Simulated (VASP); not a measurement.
Pd, 2 atoms in the cell. The structure is hexagonal, space group P6_3/mmc (No. 194). The conventional cell has a = 2.820 Å, b = 2.820 Å, c = 4.718 Å, α = 90.00°, β = 90.00°, γ = 120.00°. Pd (site symmetry -6m2) has 12 Pd at 2.82 to 2.87 Å within 3.7 Å.  This cell differs from its parent crystal: volume scaled by 1.08.

- Program: VASP 6.6.1
- Task: single point
- Functional: r2SCAN
- Potentials or basis: VASP PAW PBE potentials, release 64 (Pd)
- Cutoff: 520 eV
- k mesh: 15 × 15 × 8
- Occupations: fermi-dirac, width 0.05 eV
- Spin: collinear spin, ferromagnetic start
- Starting moments: [0.44, 0.44] μB
- Dipole correction: no
- Further INCAR settings: ALGO = Normal; EDIFF = 1e-07; NBANDS = 21

Potentials or basis: VASP PAW PBE potentials, release 64 (Pd).

Command:

```sh
$ cat potpaw_PBE.64/Pd/POTCAR > POTCAR
$ cp INCAR.step1 INCAR
$ mpirun -np 1 vasp_std > vasp.out
$ cp INCAR.step2 INCAR
$ mpirun -np 1 vasp_std > vasp.out
```

Hardware: 1 thread of Intel(R) Xeon(R) Platinum 8259CL CPU @ 2.50GHz (Skylake/Cascade Lake), with other jobs on the host.

Question: Estimate the wall time of this run.

Answer: Wall time 8.8 min on 1 thread of Intel(R) Xeon(R) Platinum 8259CL CPU @ 2.50GHz (Skylake/Cascade Lake) (shared host), peak memory 0.26 GiB. Counts: k points 135.
